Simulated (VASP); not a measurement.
# C (Fd-3m) in VASP: a series of runs, part 2 of 2

VASP 6.6.1. Earlier steps stand in the parts before.

**4. Single point, LDA**

This run uses another cell than the first one: it holds 64 atoms, not 2.

Input file INCAR:

```
ALGO = Normal ; EDIFF = 1E-6
ENCUT = 600 ; GGA = CA
GGA_COMPAT = False ; ISIF = 2
ISMEAR = 0 ; LASPH = True
LCHARG = False ; LREAL = Auto
LWAVE = False ; NBANDS = 166
NELM = 120 ; PREC = Accurate
SIGMA = 0.02
```

Input file KPOINTS:

```
Automatic mesh
0
Gamma
  2 2 2
  0.5 0.5 0.5
```

Input file POSCAR:

```
C
1.0
    7.0634902370      0.0000000000      0.0000000000
    0.0000000000      7.0634902370      0.0000000000
    0.0000000000      0.0000000000      7.0634902370
C
64
Direct
    0.5000000000      0.0000000000      0.0000000000
    0.7500000000      0.2500000000      0.0000000000
    0.7500000000      0.0000000000      0.2500000000
    0.0000000000      0.0000000000      0.0000000000
    0.2500000000      0.2500000000      0.0000000000
    0.5000000000      0.5000000000      0.0000000000
    0.7500000000      0.7500000000      0.0000000000
    0.2500000000      0.0000000000      0.2500000000
    0.5000000000      0.2500000000      0.2500000000
    0.7500000000      0.5000000000      0.2500000000
    0.5000000000      0.0000000000      0.5000000000
    0.7500000000      0.2500000000      0.5000000000
    0.7500000000      0.0000000000      0.7500000000
    0.0000000000      0.5000000000      0.0000000000
    0.2500000000      0.7500000000      0.0000000000
    0.0000000000      0.2500000000      0.2500000000
    0.2500000000      0.5000000000      0.2500000000
    0.5000000000      0.7500000000      0.2500000000
    0.0000000000      0.0000000000      0.5000000000
    0.2500000000      0.2500000000      0.5000000000
    0.5000000000      0.5000000000      0.5000000000
    0.7500000000      0.7500000000      0.5000000000
    0.2500000000      0.0000000000      0.7500000000
    0.5000000000      0.2500000000      0.7500000000
    0.7500000000      0.5000000000      0.7500000000
    0.0000000000      0.7500000000      0.2500000000
    0.0000000000      0.5000000000      0.5000000000
    0.2500000000      0.7500000000      0.5000000000
    0.0000000000      0.2500000000      0.7500000000
    0.2500000000      0.5000000000      0.7500000000
    0.5000000000      0.7500000000      0.7500000000
    0.0000000000      0.7500000000      0.7500000000
    0.6250000000      0.1250000000      0.1250000000
    0.8750000000      0.3750000000      0.1250000000
    0.8750000000      0.1250000000      0.3750000000
    0.1250000000      0.1250000000      0.1250000000
    0.3750000000      0.3750000000      0.1250000000
    0.6250000000      0.6250000000      0.1250000000
    0.8750000000      0.8750000000      0.1250000000
    0.3750000000      0.1250000000      0.3750000000
    0.6250000000      0.3750000000      0.3750000000
    0.8750000000      0.6250000000      0.3750000000
    0.6250000000      0.1250000000      0.6250000000
    0.8750000000      0.3750000000      0.6250000000
    0.8750000000      0.1250000000      0.8750000000
    0.1250000000      0.6250000000      0.1250000000
    0.3750000000      0.8750000000      0.1250000000
    0.1250000000      0.3750000000      0.3750000000
    0.3750000000      0.6250000000      0.3750000000
    0.6250000000      0.8750000000      0.3750000000
    0.1250000000      0.1250000000      0.6250000000
    0.3750000000      0.3750000000      0.6250000000
    0.6250000000      0.6250000000      0.6250000000
    0.8750000000      0.8750000000      0.6250000000
    0.3750000000      0.1250000000      0.8750000000
    0.6250000000      0.3750000000      0.8750000000
    0.8750000000      0.6250000000      0.8750000000
    0.1250000000      0.8750000000      0.3750000000
    0.1250000000      0.6250000000      0.6250000000
    0.3750000000      0.8750000000      0.6250000000
    0.1250000000      0.3750000000      0.8750000000
    0.3750000000      0.6250000000      0.8750000000
    0.6250000000      0.8750000000      0.8750000000
    0.1250000000      0.8750000000      0.8750000000
```

Potentials or basis: VASP PAW LDA potentials, release 64 (C).

Run with:

```sh
$ cat potpaw_LDA.64/C/POTCAR > POTCAR
$ mpirun -np 1 vasp_std > vasp.out
```

OUTCAR:

```text
EDIFF = 1E-6
   ENCUT = 600
   GGA = CA
   ISIF = 2
   ISMEAR = 0
   LASPH = True
   LREAL = Auto
   NELM = 120
   PREC = Accurate

 ion  position               nearest neighbor table
   1  0.500  0.000  0.000-  33 1.53  47 1.53  55 1.53  63 1.53
   2  0.750  0.250  0.000-  33 1.53  34 1.53  45 1.53  56 1.53
   3  0.750  0.000  0.250-  33 1.53  35 1.53  39 1.53  50 1.53
   4  0.000  0.000  0.000-  36 1.53  39 1.53  45 1.53  64 1.53
   5  0.250  0.250  0.000-  36 1.53  37 1.53  55 1.53  61 1.53
   6  0.500  0.500  0.000-  37 1.53  38 1.53  56 1.53  62 1.53
[... 56 lines left out ...]
  63  0.625  0.875  0.875-   1 1.53   7 1.53  13 1.53  31 1.53
  64  0.125  0.875  0.875-   4 1.53  15 1.53  23 1.53  32 1.53

  LATTYP: Found a simple cubic cell.
 ALAT       =     7.0634902370

  Lattice vectors:

 A1 = (   7.0634902370,   0.0000000000,   0.0000000000)
 A2 = (   0.0000000000,   7.0634902370,   0.0000000000)
 A3 = (   0.0000000000,   0.0000000000,   7.0634902370)

Analysis of symmetry for initial positions (statically):
=====================================================================
[... 179 lines left out ...]
  band No.  band energies     occupation
      1     -11.1164      2.00000
      2      -9.9506      2.00000
      3      -9.9506      2.00000
      4      -9.9506      2.00000
      5      -8.8036      2.00000
      6      -8.8036      2.00000
[... 132 lines left out ...]
    139      16.6660      0.00000
    140      17.0494      0.00000
 [bands above 140 left out]

------------------------ aborting loop because EDIFF is reached ----------------------------------------

  FORCE on cell =-STRESS in cart. coord.  units (eV):
  Direction    XX          YY          ZZ          XY          YZ          ZX
  --------------------------------------------------------------------------------------
  -------------------------------------------------------------------------------------
  Total        1.6628360      1.6628360      1.6628360     -0.0000000      0.0000000     -0.0000000
  in kB        7.5596547      7.5596547      7.5596547     -0.0000000      0.0000000     -0.0000000
  external PRESSURE =       7.5596547 kB  Pullay stress =       0.0000000 kB

 VOLUME and BASIS-vectors are now :
 -----------------------------------------------------------------------------
  energy-cutoff  :      600.00
  volume of cell :      352.42
      direct lattice vectors                 reciprocal lattice vectors
     7.063490237  0.000000000  0.000000000     0.141573070  0.000000000  0.000000000
     0.000000000  7.063490237  0.000000000     0.000000000  0.141573070  0.000000000
     0.000000000  0.000000000  7.063490237     0.000000000  0.000000000  0.141573070

 POSITION                                       TOTAL-FORCE (eV/Angst)
 -----------------------------------------------------------------------------------
      3.53175      0.00000      0.00000         0.000000     -0.000000      0.000000
      5.29762      1.76587      0.00000        -0.000000      0.000000     -0.000000
      5.29762      0.00000      1.76587         0.000000      0.000000     -0.000000
      0.00000      0.00000      0.00000        -0.000000      0.000000      0.000000
      1.76587      1.76587      0.00000         0.000000      0.000000      0.000000
      3.53175      3.53175      0.00000         0.000000      0.000000      0.000000
[... 56 lines left out ...]
      4.41468      6.18055      6.18055        -0.000000     -0.000000      0.000000
      0.88294      6.18055      6.18055         0.000000     -0.000000     -0.000000
 -----------------------------------------------------------------------------------
    total drift:                                0.000000     -0.000000      0.000000

  FREE ENERGIE OF THE ION-ELECTRON SYSTEM (eV)
  ---------------------------------------------------
  free  energy   TOTEN  =      -648.0938754838 eV

  energy  without entropy=     -648.0938754838  energy(sigma->0) =     -648.09387548
```

OSZICAR:

```text
N       E                     dE             d eps       ncg     rms          rms(c)
DAV:   1     0.879438484418E+03    0.87944E+03   -0.15184E+05   332   0.171E+03
DAV:   2    -0.600549876574E+03   -0.14800E+04   -0.14141E+04   410   0.310E+02
DAV:   3    -0.674263807099E+03   -0.73714E+02   -0.73131E+02   408   0.663E+01
DAV:   4    -0.675800020569E+03   -0.15362E+01   -0.15320E+01   424   0.972E+00
DAV:   5    -0.675828411822E+03   -0.28391E-01   -0.28348E-01   408   0.136E+00    0.333E+01
DAV:   6    -0.655252236394E+03    0.20576E+02   -0.15215E+01   376   0.869E+00    0.193E+01
DAV:   7    -0.648109537984E+03    0.71427E+01   -0.18278E+01   368   0.958E+00    0.407E+00
DAV:   8    -0.648094138884E+03    0.15399E-01   -0.46331E-01   400   0.163E+00    0.197E-01
DAV:   9    -0.648093774689E+03    0.36420E-03   -0.94864E-03   392   0.243E-01    0.726E-02
DAV:  10    -0.648093913051E+03   -0.13836E-03   -0.50043E-04   400   0.519E-02    0.339E-02
DAV:  11    -0.648093875245E+03    0.37805E-04   -0.11310E-04   392   0.240E-02    0.205E-03
DAV:  12    -0.648093875484E+03   -0.23829E-06   -0.25145E-06   312   0.387E-03
   1 F= -.64809388E+03 E0= -.64809388E+03  d E =-.147666E-30
```

Run time: 77 s. Hardware: 1 thread of AMD EPYC 7R13 (Zen 3), shared host; peak memory 0.29 GiB.

What came out:

```
Free energy            : -648.0939 eV
Pressure               : 0.8 GPa
Band gap on the k mesh : 5.67 eV
```

A k mesh can miss the band edges. A hybrid or GW would open this gap; LDA tends to underestimate it.

**5. Summary**

```csv
task,cell,k mesh,gap on the mesh (eV),pressure (GPa)
single point,"a = 2.497 Å, angles 60.0°, 2 atoms",26 × 26 × 26,4.18,0.8
relaxation of cell and atoms,"relaxed from a = 2.524 Å, angles 60.0°, 2 atoms",26 × 26 × 26,4.17,-0.1
single point,"a = 7.063 Å, 64 atoms","2 × 2 × 2, shifted",5.67,0.8
```

Alike in all rows: level LDA; potentials or basis VASP PAW LDA potentials, release 64 (C); no spin polarisation; cutoff (eV) 600; smearing gaussian 0.02 eV.

Total energies depend on the potentials used, so only differences within one code and one set of settings carry meaning.
